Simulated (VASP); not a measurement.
# CdCl (Pmma) in VASP: single point with PBE

Aim: the single point of CdCl with PBE.

Everything below comes from runs of VASP 6.6.1. Logs are shortened: lines on timing, memory, paths and dates and some standing lists are left out, and cuts for length are marked.

## 1. The cell of the first run

The structure is orthorhombic, space group Pmma (No. 51). Conventional cell: a = 6.826 Å, b = 4.036 Å, c = 4.040 Å, α = 90.00°, β = 90.00°, γ = 90.00°. Within 3.8 Å of Cd (site symmetry mm2) lie 4 Cl at 2.85 to 2.86 Å and 2 Cd at 3.41 Å. Within 3.8 Å of Cl (site symmetry mm2) lie 4 Cd at 2.85 to 2.86 Å and 2 Cl at 3.41 Å.

## 2. Single point, PBE

The input, INCAR:

```
PREC     = Accurate       # precision mode
ENCUT    = 520            # plane-wave cutoff, eV
EDIFF    = 1E-6           # SCF threshold, eV
ISMEAR   = 0              # smearing method
SIGMA    = 0.1            # smearing width, eV
LREAL    = False          # projectors in reciprocal space
LASPH    = True           # aspherical terms in the spheres
NELM     = 100            # most SCF steps
ALGO     = Normal         # electronic algorithm
ISIF     = 2              # what is computed and relaxed
LWAVE    = False          # write WAVECAR
LCHARG   = False          # write CHGCAR
GGA      = PE             # functional
NBANDS   = 27             # bands
```

The input, KPOINTS:

```
Automatic mesh
0
Gamma
  8 12 12
```

The input, POSCAR:

```
CdCl
1.0
    6.8262703544      0.0000000000      0.0000000000
    0.0000000000      4.0356146786      0.0000000000
    0.0000000000      0.0000000000      4.0401035576
Cd Cl
2 2
Direct
    0.7500000000      0.0000000000      0.5009701643
    0.2500000000      0.0000000000      0.4990298357
    0.7500000000      0.5000000000      0.0008036279
    0.2500000000      0.5000000000      0.9991963721
```

Potentials or basis: VASP PAW PBE potentials, release 64 (Cd, Cl).

Run with:

```console
$ cat potpaw_PBE.64/Cd/POTCAR potpaw_PBE.64/Cl/POTCAR > POTCAR
$ mpirun -np 1 vasp_std > vasp.out
```

OUTCAR:

```text
PREC = Accurate
   ENCUT = 520
   EDIFF = 1E-6
   ISMEAR = 0
   LREAL = False
   LASPH = True
   NELM = 100
   ISIF = 2
   GGA = PE

 ion  position               nearest neighbor table
   1  0.750  0.000  0.501-   3 2.85   3 2.85   3 2.86   3 2.86   2 3.41   2 3.41
   2  0.250  0.000  0.499-   4 2.85   4 2.85   4 2.86   4 2.86   1 3.41   1 3.41
   3  0.750  0.500  0.001-   1 2.85   1 2.85   1 2.86   1 2.86
   4  0.250  0.500  0.999-   2 2.85   2 2.85   2 2.86   2 2.86

  LATTYP: Found a simple orthorhombic cell.
 ALAT       =     4.0356146786
 B/A-ratio  =     1.0011123161
 C/A-ratio  =     1.6915069693

  Lattice vectors:

 A1 = (   0.0000000000,   4.0356146786,   0.0000000000)
 A2 = (   0.0000000000,   0.0000000000,   4.0401035576)
 A3 = (   6.8262703544,   0.0000000000,   0.0000000000)

Analysis of symmetry for initial positions (statically):
=====================================================================
 Subroutine PRICEL returns:
 Original cell was already a primitive cell.

 Routine SETGRP: Setting up the symmetry group for a
 simple orthorhombic supercell.

 Subroutine GETGRP returns: Found  8 space group operations
 (whereof  4 operations were pure point group operations)
 out of a pool of  8 trial point group operations.

The static configuration has the point symmetry C_2h.
 The point group associated with its full space group is D_2h.

Analysis of symmetry for dynamics (positions and initial velocities):
=====================================================================
 Subroutine PRICEL returns:
 Original cell was already a primitive cell.

 Routine SETGRP: Setting up the symmetry group for a
 simple orthorhombic supercell.

 Subroutine GETGRP returns: Found  8 space group operations
 (whereof  4 operations were pure point group operations)
 out of a pool of  8 trial point group operations.

The dynamic configuration has the point symmetry C_2h.
 The point group associated with its full space group is D_2h.

 Subroutine INISYM returns: Found  8 space group operations
 (whereof  4 operations are pure point group operations),
 and found     1 'primitive' translations

----------------------------------------------------------------------------------------

                                     Primitive cell

  volume of cell :     111.2976

  direct lattice vectors                    reciprocal lattice vectors
     6.826270354  0.000000000  0.000000000     0.146492879  0.000000000  0.000000000
     0.000000000  4.035614679  0.000000000     0.000000000  0.247793727  0.000000000
     0.000000000  0.000000000  4.040103558     0.000000000  0.000000000  0.247518408

  length of vectors
     6.826270354  4.035614679  4.040103558     0.146492879  0.247793727  0.247518408

  position of ions in fractional coordinates (direct lattice)
     0.750000000  0.000000000  0.500970164
     0.250000000  0.000000000  0.499029836
     0.750000000  0.500000000  0.000803628
     0.250000000  0.500000000  0.999196372

  ion indices of the primitive-cell ions
   primitive index   ion index
                 1           1
                 2           2
                 3           3
                 4           4

----------------------------------------------------------------------------------------

 KPOINTS: Automatic mesh

Automatic generation of k-mesh.
 Grid dimensions read from file:
 generate k-points for:    8   12   12

 Generating k-lattice:

  Cartesian coordinates                     Fractional coordinates (reciprocal lattice)
     0.018311610  0.000000000  0.000000000     0.125000000  0.000000000  0.000000000
     0.000000000  0.020649477  0.000000000     0.000000000  0.083333333  0.000000000
     0.000000000  0.000000000  0.020626534     0.000000000  0.000000000  0.083333333

  Length of vectors
     0.018311610  0.020649477  0.020626534

  Shift w.r.t. Gamma in fractional coordinates (k-lattice)
     0.000000000  0.000000000  0.000000000

 Subroutine IBZKPT returns following result:
 ===========================================

 Found    245 irreducible k-points:

 Following reciprocal coordinates:
            Coordinates               Weight
  0.000000  0.000000  0.000000      1.000000
  0.125000  0.000000  0.000000      2.000000
  0.250000  0.000000  0.000000      2.000000
  0.375000  0.000000  0.000000      2.000000
  0.500000  0.000000  0.000000      1.000000
  0.000000  0.083333  0.000000      2.000000
[... 16 lines left out ...]
  0.250000  0.333333  0.000000      4.000000
  0.375000  0.333333  0.000000      4.000000
 [... further k-points ...]
   k-points           NKPTS =    245   k-points in BZ     NKDIM =    245   number of bands    NBANDS=     27
   number of dos      NEDOS =    301   number of ions     NIONS =      4
   total plane-waves  NPLWV =  48600
   dimension x,y,z NGX =    54 NGY =   30 NGZ =   30
   dimension x,y,z NGXF=   108 NGYF=   60 NGZF=   60
   ions per type =               2   2
   NGX,Y,Z   is equivalent  to a cutoff of  13.15, 12.36, 12.34 a.u.
   NGXF,Y,Z  is equivalent  to a cutoff of  26.30, 24.72, 24.69 a.u.
 SYSTEM =  unknown system
   PREC   = accura    normal or accurate (medium, high low for compatibility)
   ISTART =      0    job   : 0-new  1-cont  2-samecut
   ICHARG =      2    charge: 1-file 2-atom 10-const
   ISPIN  =      1    spin polarized calculation?
   LNONCOLLINEAR =      F non collinear calculations
   LSORBIT =      F    spin-orbit coupling
   LASPH  =      T    aspherical Exc in radial PAW
   ENCUT  =  520.0 eV  38.22 Ry    6.18 a.u.  12.69  7.50  7.51*2*pi/ulx,y,z
   NELM   =    100;   NELMIN=  2; NELMDL= -5     # of ELM steps
   EDIFF  = 0.1E-05   stopping-criterion for ELM
   LREAL  =      F    real-space projection
[... 7 lines left out ...]
   TEBEG  =    0.0;   TEEND  =   0.0 temperature during run
   PSTRESS=    0.0 pullay stress
   NELECT =      38.0000    total number of electrons
   NUPDOWN=      -1.0000    fix difference up-down
   EMIN   =  10.00;   EMAX   =-10.00  energy-range for DOS
   EFERMI =   0.00;   METHOD = LEGACY
   ISMEAR =     0;   SIGMA  =   0.10  broadening in eV -4-tet -1-fermi 0-gaus
   EFERMI_NEDOS =   21; number of points for ismear=-14 and -15
   IALGO  =     38    algorithm
   IMIX   =      4    mixing-type and parameters
     AMIX     =   0.40;   BMIX     =  1.00
     AMIX_MAG =   1.60;   BMIX_MAG =  1.00
  volume/ion in A,a.u.               =      27.82       187.77
  Fermi-wavevector in a.u.,A,eV,Ry     =   1.144215  2.162252 17.813114  1.309227
  Thomas-Fermi vector in A             =   2.280907
   LORBIT       =      0    0 simple, 1 ext, 2 COOP (PROOUT), +10 PAW based schemes
   GGA     = PE    functional components
   LHFCALC =     F    Hartree Fock is set to
   AEXX    =    0.0000 exact exchange contribution
   IVDW    =     0    specifies the selected vdW correction
   LEPSILON=     F    determine dielectric tensor
   LRPA    =     F    only Hartree local field effects (RPA)
 non-spin polarized calculation
 Gauss-broadening in eV      SIGMA  =   0.10
  energy-cutoff  :      520.00
  volume of cell :      111.30
 maximum number of plane-waves:      3027
 NGX is ok and might be reduce to    54
   NGX = 25   NGY = 15   NGZ = 15

 number of electron      37.9999997 magnetization

 Free energy of the ion-electron system (eV)
  ---------------------------------------------------
  ext. energy  EPLUGINS =         0.00000000
  ---------------------------------------------------
  free energy    TOTEN  =        -6.85216617 eV

  energy without entropy =       -6.84157892  energy(sigma->0) =       -6.84687255

 E-fermi :   1.5382     XC(G=0):  -8.7699

 val. band max:        1.5325600630   @ k =   0.3750   0.0833   0.2500
 cond. band min:       1.5413509219   @ k =   0.1250   0.4167   0.1667
 fundamental gap:      0.0087908589
 Fermi energy:         1.5382497965

 k-point     1 :       0.0000    0.0000    0.0000
  band No.  band energies     occupation
      1     -14.1798      2.00000
      2     -13.8625      2.00000
      3      -7.1229      2.00000
      4      -6.9276      2.00000
      5      -6.9067      2.00000
      6      -6.9066      2.00000
[... 19 lines left out ...]
     26       9.1723      0.00000
     27      10.1356      0.00000

 k-point     2 :       0.1250    0.0000    0.0000
  band No.  band energies     occupation
      1     -14.1685      2.00000
      2     -13.8754      2.00000
      3      -7.1040      2.00000
      4      -6.9262      2.00000
      5      -6.9002      2.00000
      6      -6.9001      2.00000
[... 19 lines left out ...]
     26       9.0401      0.00000
     27      10.1036      0.00000

 k-point     3 :       0.2500    0.0000    0.0000
  band No.  band energies     occupation
      1     -14.1359      2.00000
      2     -13.9117      2.00000
      3      -7.0499      2.00000
      4      -6.9223      2.00000
      5      -6.8961      2.00000
      6      -6.8814      2.00000
[... 19 lines left out ...]
     26       9.1428      0.00000
     27       9.9713      0.00000

 k-point     4 :       0.3750    0.0000    0.0000
  band No.  band energies     occupation
      1     -14.0863      2.00000
      2     -13.9651      2.00000
      3      -6.9680      2.00000
      4      -6.9163      2.00000
      5      -6.9021      2.00000
      6      -6.8531      2.00000
[... 19 lines left out ...]
     26       9.3241      0.00000
     27       9.7756      0.00000
[... 516 lines left out ...]
      4      -7.0149      2.00000
      5      -6.9880      2.00000
      6      -6.9779      2.00000
[... 19 lines left out ...]
     26       9.2922      0.00000
     27       9.4901      0.00000

 k-point    23 :       0.2500    0.3333    0.0000
  band No.  band energies     occupation
      1     -13.9972      2.00000
      2     -13.7820      2.00000
      3      -7.1304      2.00000
      4      -7.0106      2.00000
      5      -6.9823      2.00000
      6      -6.9652      2.00000
[... 19 lines left out ...]
     26       8.6061      0.00000
     27       9.9104      0.00000

 k-point    24 :       0.3750    0.3333    0.0000
  band No.  band energies     occupation
      1     -13.9496      2.00000
      2     -13.8332      2.00000
      3      -7.0728      2.00000
      4      -7.0041      2.00000
      5      -6.9888      2.00000
      6      -6.9679      2.00000
[... 19 lines left out ...]
     26       7.8805      0.00000
     27      10.4195      0.00000

 [... further k-points ...]

------------------------ aborting loop because EDIFF is reached ----------------------------------------

  FORCE on cell =-STRESS in cart. coord.  units (eV):
  Direction    XX          YY          ZZ          XY          YZ          ZX
  --------------------------------------------------------------------------------------
  -------------------------------------------------------------------------------------
  Total        0.0114815      0.0994114      0.0858047      0.0000000      0.0000000     -0.0000000
  in kB        0.1652807      1.4310714      1.2351960      0.0000000      0.0000000     -0.0000000
  external PRESSURE =       0.9438494 kB  Pullay stress =       0.0000000 kB

 VOLUME and BASIS-vectors are now :
 -----------------------------------------------------------------------------
  energy-cutoff  :      520.00
  volume of cell :      111.30
      direct lattice vectors                 reciprocal lattice vectors
     6.826270354  0.000000000  0.000000000     0.146492879  0.000000000  0.000000000
     0.000000000  4.035614679  0.000000000     0.000000000  0.247793727  0.000000000
     0.000000000  0.000000000  4.040103558     0.000000000  0.000000000  0.247518408

 POSITION                                       TOTAL-FORCE (eV/Angst)
 -----------------------------------------------------------------------------------
      5.11970      0.00000      2.02397         0.000000      0.000000     -0.000207
      1.70657      0.00000      2.01613        -0.000000      0.000000      0.000207
      5.11970      2.01781      0.00325        -0.000000      0.000000     -0.000023
      1.70657      2.01781      4.03686        -0.000000      0.000000      0.000023
 -----------------------------------------------------------------------------------
    total drift:                                0.000000     -0.000000      0.000000

  FREE ENERGIE OF THE ION-ELECTRON SYSTEM (eV)
  ---------------------------------------------------
  free  energy   TOTEN  =        -6.8521661726 eV

  energy  without entropy=       -6.8415789203  energy(sigma->0) =       -6.84687255
```

Wall time 15 min (1 thread of Intel Xeon 8259CL, shared host); peak memory 0.65 GiB.

Results:

```
Free energy            : -6.8522 eV
Pressure               : 0.1 GPa
Band gap on the k mesh : zero (bands 19 and 20 overlap by 2.70 eV)
```
